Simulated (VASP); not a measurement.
# Cr (Pm-3m) in VASP: a series of runs, part 2 of 2

VASP 6.6.1. The steps go on from the part before.

## Step 4: Single point, PBE, collinear spin, antiferromagnetic start (volume scaled by 1.12)

File INCAR:

```
  ALGO = Normal
  EDIFF = 1E-6
  ENCUT = 520
  GGA = PE
  ISIF = 2
  ISMEAR = -1
  ISPIN = 2
  LASPH = T
  LCHARG = F
  LMAXMIX = 4
  LORBIT = 11
  LREAL = F
  LWAVE = F
  MAGMOM = 0.191 -0.191
  NBANDS = 23
  NELM = 150
  PREC = Accurate
  SIGMA = 0.05
```

File KPOINTS:

```
k-points
0
Gamma
  13 13 13
```

File POSCAR:

```
Cr
1.0
    0.0000000000      2.4305814143      2.4305814143
    2.4305814143      0.0000000000      2.4305814143
    2.4305814143      2.4305814143      0.0000000000
Cr
2
Direct
    0.0000000000      0.0000000000      0.0000000000
    0.5000000000      0.5000000000      0.5000000000
```

Potentials or basis: VASP PAW PBE potentials, release 64 (Cr_pv).

Launch:

```
cat potpaw_PBE.64/Cr_pv/POTCAR > POTCAR
mpirun -np 1 vasp_std > vasp.out
```

OUTCAR:

```text
EDIFF = 1E-6
   ENCUT = 520
   GGA = PE
   ISIF = 2
   ISMEAR = -1
   ISPIN = 2
   LASPH = T
   LORBIT = 11
   LREAL = F
   NELM = 150
   PREC = Accurate

 ion  position               nearest neighbor table
   1  0.000  0.000  0.000-   2 2.43   2 2.43   2 2.43   2 2.43   2 2.43   2 2.43
   2  0.500  0.500  0.500-   1 2.43   1 2.43   1 2.43   1 2.43   1 2.43   1 2.43

  LATTYP: Found a face centered cubic cell.
 ALAT       =     4.8611628286

  Lattice vectors:

 A1 = (   0.0000000000,   2.4305814143,   2.4305814143)
 A2 = (   2.4305814143,   0.0000000000,   2.4305814143)
 A3 = (   2.4305814143,   2.4305814143,   0.0000000000)

Analysis of symmetry for initial positions (statically):
=====================================================================
 Subroutine PRICEL returns following result:

  LATTYP: Found a simple cubic cell.
 ALAT       =     2.4305814143
[... 12 lines left out ...]
 Subroutine GETGRP returns: Found 48 space group operations
 (whereof 48 operations were pure point group operations)
 out of a pool of 48 trial point group operations.

The static configuration has the point symmetry O_h .

Analysis of symmetry for dynamics (positions and initial velocities):
=====================================================================
 Subroutine PRICEL returns following result:

  LATTYP: Found a simple cubic cell.
 ALAT       =     2.4305814143
[... 12 lines left out ...]
 Subroutine GETGRP returns: Found 48 space group operations
 (whereof 48 operations were pure point group operations)
 out of a pool of 48 trial point group operations.

The dynamic configuration has the point symmetry O_h .

Analysis of structural, dynamic, and magnetic symmetry:
=====================================================================
 Subroutine PRICEL returns following result:

  LATTYP: Found a simple cubic cell.
 ALAT       =     2.4305814143
[... 12 lines left out ...]
 Subroutine GETGRP returns: Found 48 space group operations
 (whereof 48 operations were pure point group operations)
 out of a pool of 48 trial point group operations.

The overall configuration has the point symmetry O_h .
[... 136 lines left out ...]

 number of electron      24.0000004 magnetization       0.0000000

 Free energy of the ion-electron system (eV)
  ---------------------------------------------------
  ext. energy  EPLUGINS =         0.00000000
  ---------------------------------------------------
  free energy    TOTEN  =       -16.82302313 eV

  energy without entropy =      -16.79641286  energy(sigma->0) =      -16.80971799

 E-fermi :   8.2274     XC(G=0): -12.3332

 val. band max:        8.2120362365   @ k =   0.4615   0.3077   0.0769
 cond. band min:       8.2404202349   @ k =  -0.3846   0.3077   0.0769
 fundamental gap:      0.0283839984
 Fermi energy:         8.2274300254

 spin component 1

 k-point     1 :       0.0000    0.0000    0.0000
  band No.  band energies     occupation
      1     -34.9699      1.00000
      2     -34.9699      1.00000
      3     -34.9699      1.00000
      4     -34.4357      1.00000
      5     -34.4357      1.00000
      6     -34.4357      1.00000
[... 613 lines left out ...]
     22      18.4629      0.00000
     23      21.1573      0.00000

 [... further k-points ...]

 spin component 2

 k-point     1 :       0.0000    0.0000    0.0000
  band No.  band energies     occupation
      1     -34.9699      1.00000
      2     -34.9699      1.00000
      3     -34.9699      1.00000
      4     -34.4357      1.00000
      5     -34.4357      1.00000
      6     -34.4357      1.00000
[... 613 lines left out ...]
     22      18.4629      0.00000
     23      21.1573      0.00000

 [... further k-points ...]
[... 5 lines left out ...]
  --------------------------------------------------------------------------------------
  -------------------------------------------------------------------------------------
  Total       -3.0915838     -3.0915838     -3.0915838      0.0000000      0.0000000      0.0000000
  in kB     -172.4769583   -172.4769583   -172.4769583      0.0000000      0.0000000      0.0000000
  external PRESSURE =    -172.4769583 kB  Pullay stress =       0.0000000 kB

 VOLUME and BASIS-vectors are now :
 -----------------------------------------------------------------------------
  energy-cutoff  :      520.00
  volume of cell :       28.72
      direct lattice vectors                 reciprocal lattice vectors
     0.000000000  2.430581414  2.430581414    -0.205712097  0.205712097  0.205712097
     2.430581414  0.000000000  2.430581414     0.205712097 -0.205712097  0.205712097
     2.430581414  2.430581414  0.000000000     0.205712097  0.205712097 -0.205712097

 POSITION                                       TOTAL-FORCE (eV/Angst)
 -----------------------------------------------------------------------------------
      0.00000      0.00000      0.00000         0.000000     -0.000000     -0.000000
      2.43058      2.43058      2.43058        -0.000000      0.000000      0.000000
 -----------------------------------------------------------------------------------
    total drift:                                0.000000      0.000000      0.000000

  FREE ENERGIE OF THE ION-ELECTRON SYSTEM (eV)
  ---------------------------------------------------
  free  energy   TOTEN  =       -16.8230231284 eV

  energy  without entropy=      -16.7964128584  energy(sigma->0) =      -16.80971799

 total charge

# of ion       s       p       d       tot
------------------------------------------
    1        0.412   6.250   4.219  10.880
    2        0.412   6.250   4.219  10.880
--------------------------------------------------
tot          0.824  12.500   8.437  21.761

 magnetization (x)

# of ion       s       p       d       tot
------------------------------------------
    1       -0.000  -0.000  -0.000  -0.000
    2        0.000   0.000   0.000   0.000
--------------------------------------------------
tot          0.000   0.000   0.000   0.000
```

stdout:

```text
POSCAR found type information on POSCAR Cr
 POSCAR found :  1 types and       2 ions
 scaLAPACK will be used
 LDA part: xc-table for (Slater+PW92), standard interpolation
 POSCAR, INCAR and KPOINTS ok, starting setup
 FFT: planning ... GRIDC
 FFT: planning ... GRID_SOFT
 FFT: planning ... GRID
 WAVECAR not read
 entering main loop
```

It used 140 s of CPU time on 1 thread of Intel Xeon 6975P-C, with other jobs on the host.

Results:

```
Free energy                                           : -16.8230 eV
Pressure                                              : -17.2 GPa
Band gap on the k mesh                                : zero (filled and empty bands overlap)
Net moment                                            : 0.00 μB per cell
Valence electrons inside the program's atomic spheres : Cr 10.88
```

Levels at points of the mesh, in eV from the Fermi level:
Spin up:
| k point | band 8 | band 9 | band 10 | band 11 | band 12 | band 13 | band 14 | band 15 | band 16 | band 17 |
| --- | --- | --- | --- | --- | --- | --- | --- | --- | --- | --- |
| (0.00, 0.00, 0.00) | -2.73 | -2.73 | -2.45 | -2.45 | -2.45 | 2.10 | 2.10 | 2.10 | 3.26 | 3.26 |
Spin down:
```tsv
k point	band 10	band 11	band 12	band 13	band 14	band 15
(0.00, 0.00, 0.00)	-2.45	-2.45	-2.45	2.10	2.10	2.10
```

## Step 5: Single point, PBE, non-collinear spin, typed start, spin-orbit coupling

This run uses another cell than the first one: it holds 1 atom, not 2.

File INCAR:

```
ALGO     = Normal         # electronic algorithm
EDIFF    = 1E-6           # SCF threshold, eV
ENCUT    = 520            # plane-wave cutoff, eV
GGA      = PE             # functional
GGA_COMPAT= F            
ISIF     = 2              # what is computed and relaxed
ISMEAR   = -1             # smearing method
LASPH    = T              # aspherical terms in the spheres
LCHARG   = F              # write CHGCAR
LMAXMIX  = 4              # l up to which the mixer works
LORBIT   = 11             # projections on sites
LORBMOM  = T            
LREAL    = F              # projectors in reciprocal space
LSORBIT  = T              # spin-orbit coupling
LWAVE    = F              # write WAVECAR
MAGMOM   = 0 0 1.5        # initial moments
NBANDS   = 23             # bands
NELM     = 150            # most SCF steps
PREC     = Accurate       # precision mode
SIGMA    = 0.05           # smearing width, eV
```

KPOINTS is that of step 4.

File POSCAR:

```
Cr
1.0
    2.3371720853      0.0000000000      0.0000000000
    0.0000000000      2.3371720853      0.0000000000
    0.0000000000      0.0000000000      2.3371720853
Cr
1
Direct
    0.0000000000      0.0000000000      0.0000000000
```

Launch:

```
cat potpaw_PBE.64/Cr_pv/POTCAR > POTCAR
mpirun -np 1 vasp_ncl > vasp.out
```

Wall time 3 min (1 thread of Intel Xeon 6975P-C, shared host); peak memory 0.24 GiB.

The run converged. Its results:

- Free energy: -8.5268 eV
- Pressure: -0.1 GPa
- Net moment: 0.00 μB per cell
- Valence electrons inside the program's atomic spheres: Cr 11.09

Moments on the atoms (μB; x, y, z):
```
Cr  0.00 0.00 0.00
```

Caveat: the starting moments collapsed, and a magnetic state may lie lower.

## Step 6: Single point, PBE, collinear spin, ferromagnetic start

This run uses another cell than the first one: it holds 1 atom, not 2.

File INCAR:

```
PREC = Accurate
ENCUT = 520
EDIFF = 1E-7
ISMEAR = -1
SIGMA = 0.05
LREAL = False
LASPH = True
NELM = 150
ALGO = Normal
ISIF = 2
LWAVE = False
LCHARG = False
ISPIN = 2
MAGMOM = 1.5
LORBIT = 11
LMAXMIX = 4
GGA = PE
NBANDS = 16
```

File KPOINTS:

```
Automatic mesh
0
Gamma
  22 22 22
```

POSCAR is that of step 5.

Potentials or basis: VASP PAW PBE potentials, release 64 (Cr_pv).

Launch:

```
cat potpaw_PBE.64/Cr_pv/POTCAR > POTCAR
mpirun -np 1 vasp_std > vasp.out
```

Wall time 2.1 min (1 thread of Intel Xeon 6975P-C, shared host); peak memory 0.21 GiB.

The run converged. Its results:

| Property | Result |
| --- | --- |
| Free energy | -8.5033 eV |
| Pressure | 0.3 GPa |
| Band gap on the k mesh | zero (filled and empty bands overlap) |
| Net moment | 0.00 μB per cell |
| Valence electrons inside the program's atomic spheres | Cr 11.09 |

Levels at points of the mesh, in eV from the Fermi level:
Spin up:
```tsv
k point	band 2	band 3	band 4	band 5	band 6	band 7	band 8	band 9	band 10	band 11
(0.00, 0.00, 0.00)	-42.53	-42.53	-7.37	-3.20	-3.20	2.46	2.46	2.46	7.52	19.62
(0.50, 0.00, 0.00)	-42.44	-42.44	-3.11	-2.43	-0.70	0.50	0.50	2.64	7.26	7.55
(0.50, 0.50, 0.00)	-43.42	-42.36	-4.56	-1.70	0.92	0.92	3.73	6.19	6.19	7.52
(0.50, 0.50, 0.50)	-43.28	-43.28	-2.94	-2.94	-2.94	3.83	3.83	7.52	11.15	14.09
```
Spin down:
| k point | band 2 | band 3 | band 4 | band 5 | band 6 | band 7 | band 8 | band 9 | band 10 | band 11 |
| --- | --- | --- | --- | --- | --- | --- | --- | --- | --- | --- |
| (0.00, 0.00, 0.00) | -42.53 | -42.53 | -7.37 | -3.20 | -3.20 | 2.46 | 2.46 | 2.46 | 7.52 | 19.62 |
| (0.50, 0.00, 0.00) | -42.44 | -42.44 | -3.11 | -2.43 | -0.70 | 0.50 | 0.50 | 2.64 | 7.26 | 7.55 |
| (0.50, 0.50, 0.00) | -43.42 | -42.36 | -4.56 | -1.70 | 0.92 | 0.92 | 3.73 | 6.19 | 6.19 | 7.52 |
| (0.50, 0.50, 0.50) | -43.28 | -43.28 | -2.94 | -2.94 | -2.94 | 3.83 | 3.83 | 7.52 | 11.15 | 14.09 |

Caveat: the starting moments collapsed, and a magnetic state may lie lower.

## Step 7: Single point, PBE, collinear spin, ferromagnetic start

This run uses another cell than the first one: it holds 1 atom, not 2.

File INCAR:

```
  PREC = Accurate
  ENCUT = 500
  EDIFF = 1E-6
  ISMEAR = -1
  SIGMA = 0.1
  LREAL = F
  LASPH = T
  NELM = 200
  ALGO = Normal
  ISIF = 2
  LWAVE = F
  LCHARG = F
  ISPIN = 2
  MAGMOM = 1.5
  LORBIT = 11
  LMAXMIX = 4
  GGA = PE
  NBANDS = 16
  GGA_COMPAT = F
```

File KPOINTS:

```
Automatic mesh
0
Gamma
  7 7 7
```

File POSCAR:

```
Cr
1.0
    2.3371720899      0.0000000000      0.0000000000
    0.0000000000      2.3371720899      0.0000000000
    0.0000000000      0.0000000000      2.3371720899
Cr
1
Direct
    0.0000000000      0.0000000000      0.0000000000
```

Potentials or basis: VASP PAW PBE potentials, release 64 (Cr_pv).

Launch:

```
cat potpaw_PBE.64/Cr_pv/POTCAR > POTCAR
mpirun -np 1 vasp_std > vasp.out
```

OUTCAR:

```text
PREC = Accurate
   ENCUT = 500
   EDIFF = 1E-6
   ISMEAR = -1
   LREAL = F
   LASPH = T
   NELM = 200
   ISIF = 2
   ISPIN = 2
   LORBIT = 11
   GGA = PE

 ion  position               nearest neighbor table
   1  0.000  0.000  0.000-

  LATTYP: Found a simple cubic cell.
 ALAT       =     2.3371720899

  Lattice vectors:

 A1 = (   2.3371720899,   0.0000000000,   0.0000000000)
 A2 = (   0.0000000000,   2.3371720899,   0.0000000000)
 A3 = (   0.0000000000,   0.0000000000,   2.3371720899)

Analysis of symmetry for initial positions (statically):
=====================================================================
 Subroutine PRICEL returns:
 Original cell was already a primitive cell.

 Routine SETGRP: Setting up the symmetry group for a
 simple cubic supercell.

 Subroutine GETGRP returns: Found 48 space group operations
 (whereof 48 operations were pure point group operations)
 out of a pool of 48 trial point group operations.

The static configuration has the point symmetry O_h .

Analysis of symmetry for dynamics (positions and initial velocities):
[... 559 lines left out ...]
  band No.  band energies     occupation
      1     -32.8000      1.00000
      2     -32.8000      1.00000
      3     -32.8000      1.00000
      4       2.3375      1.00000
      5       6.5245      1.00000
      6       6.5245      1.00000
[... 357 lines left out ...]
      3     -33.5139      1.00000
      4       6.7190      1.00000
      5       7.0513      1.00000
      6       7.0513      1.00000
[... 8 lines left out ...]
     15      29.1369      0.00000
     16      30.5674      0.00000

------------------------ aborting loop because EDIFF is reached ----------------------------------------

  FORCE on cell =-STRESS in cart. coord.  units (eV):
  Direction    XX          YY          ZZ          XY          YZ          ZX
  --------------------------------------------------------------------------------------
  -------------------------------------------------------------------------------------
  Total       -0.0080421     -0.0080421     -0.0080421      0.0000000      0.0000000     -0.0000000
  in kB       -1.0092708     -1.0092708     -1.0092708      0.0000000      0.0000000     -0.0000000
  external PRESSURE =      -1.0092708 kB  Pullay stress =       0.0000000 kB

 VOLUME and BASIS-vectors are now :
 -----------------------------------------------------------------------------
  energy-cutoff  :      500.00
  volume of cell :       12.77
      direct lattice vectors                 reciprocal lattice vectors
     2.337172090  0.000000000  0.000000000     0.427867509  0.000000000  0.000000000
     0.000000000  2.337172090  0.000000000     0.000000000  0.427867509  0.000000000
     0.000000000  0.000000000  2.337172090     0.000000000  0.000000000  0.427867509

 POSITION                                       TOTAL-FORCE (eV/Angst)
 -----------------------------------------------------------------------------------
      0.00000      0.00000      0.00000         0.000000      0.000000      0.000000
 -----------------------------------------------------------------------------------
    total drift:                               -0.000000      0.000000      0.000000

  FREE ENERGIE OF THE ION-ELECTRON SYSTEM (eV)
  ---------------------------------------------------
  free  energy   TOTEN  =        -8.4811490655 eV

  energy  without entropy=       -8.4216642270  energy(sigma->0) =       -8.45140665

 total charge

# of ion       s       p       d       tot
------------------------------------------
    1        0.434   6.294   4.358  11.086

 magnetization (x)

# of ion       s       p       d       tot
------------------------------------------
    1        0.000  -0.000   0.000   0.000
```

OSZICAR:

```text
N       E                     dE             d eps       ncg     rms          rms(c)
DAV:   1     0.839120310809E+02    0.83912E+02   -0.61215E+03  1312   0.805E+02
DAV:   2    -0.769975024853E+01   -0.91612E+02   -0.87099E+02  1376   0.243E+02
DAV:   3    -0.929506998822E+01   -0.15953E+01   -0.15933E+01  1416   0.354E+01
DAV:   4    -0.930136877840E+01   -0.62988E-02   -0.62986E-02  1472   0.220E+00
DAV:   5    -0.930142334528E+01   -0.54567E-04   -0.54565E-04  1400   0.184E-01    0.116E+01
DAV:   6    -0.847609953394E+01    0.82532E+00   -0.18272E+00  1432   0.207E+01    0.219E+00
DAV:   7    -0.848172968165E+01   -0.56301E-02   -0.54924E-02  1352   0.232E+00    0.141E+00
DAV:   8    -0.848139494402E+01    0.33474E-03   -0.18580E-03  1448   0.492E-01    0.712E-01
DAV:   9    -0.848092708183E+01    0.46786E-03   -0.18464E-03  1400   0.411E-01    0.102E-01
DAV:  10    -0.848107326995E+01   -0.14619E-03   -0.14258E-04  1392   0.108E-01    0.562E-02
DAV:  11    -0.848110696496E+01   -0.33695E-04   -0.98254E-06  1440   0.229E-02    0.402E-02
DAV:  12    -0.848114222477E+01   -0.35260E-04   -0.31001E-05  1400   0.466E-02    0.117E-02
DAV:  13    -0.848114586208E+01   -0.36373E-05   -0.36524E-06  1392   0.148E-02    0.930E-03
DAV:  14    -0.848114858823E+01   -0.27262E-05   -0.19184E-06  1152   0.114E-02    0.325E-03
DAV:  15    -0.848114906548E+01   -0.47725E-06   -0.57734E-07   640   0.583E-03
   1 F= -.84811491E+01 E0= -.84514066E+01  d E =-.594848E-01  mag=    -0.0000
```

stdout:

```text
POSCAR found type information on POSCAR Cr
 POSCAR found :  1 types and       1 ions
 scaLAPACK will be used
 LDA part: xc-table for (Slater+PW92), standard interpolation
 POSCAR, INCAR and KPOINTS ok, starting setup
 FFT: planning ... GRIDC
 FFT: planning ... GRID_SOFT
 FFT: planning ... GRID
 WAVECAR not read
 entering main loop
```

It took 14 s on 1 thread of Intel Xeon 8259CL, shared host; peak memory 0.12 GiB.

Results:

```yaml
Free_energy: -8.4811 eV
Pressure: -0.1 GPa
Band_gap_on_the_k_mesh: zero (filled and empty bands overlap)
Net_moment: 0.00 μB per cell
Valence_electrons_inside_the_program's_atomic_spheres: Cr 11.09
```

Caveat: the k points lie up to 0.38 Å⁻¹ apart; the starting moments collapsed, and a magnetic state may lie lower.

## Step 8: The runs side by side

| cell | gap on the mesh (eV) | pressure (GPa) | moment (μB) |
| --- | --- | --- | --- |
| a = 3.353 Å, angles 60.0°, 2 atoms | none | -7.2 | 0.00 |
| a = 3.396 Å, angles 60.0°, 2 atoms | none | -12.8 | 0.00 |
| a = 3.437 Å, angles 60.0°, 2 atoms | none | -17.2 | 0.00 |

Alike in all rows: task single point; level PBE; potentials or basis VASP PAW PBE potentials, release 64 (Cr_pv); spin collinear, antiferromagnetic start; k mesh 13 × 13 × 13; cutoff (eV) 520; smearing fermi-dirac 0.05 eV.

Total energies depend on the potentials used, so only differences within one code and one set of settings carry meaning.
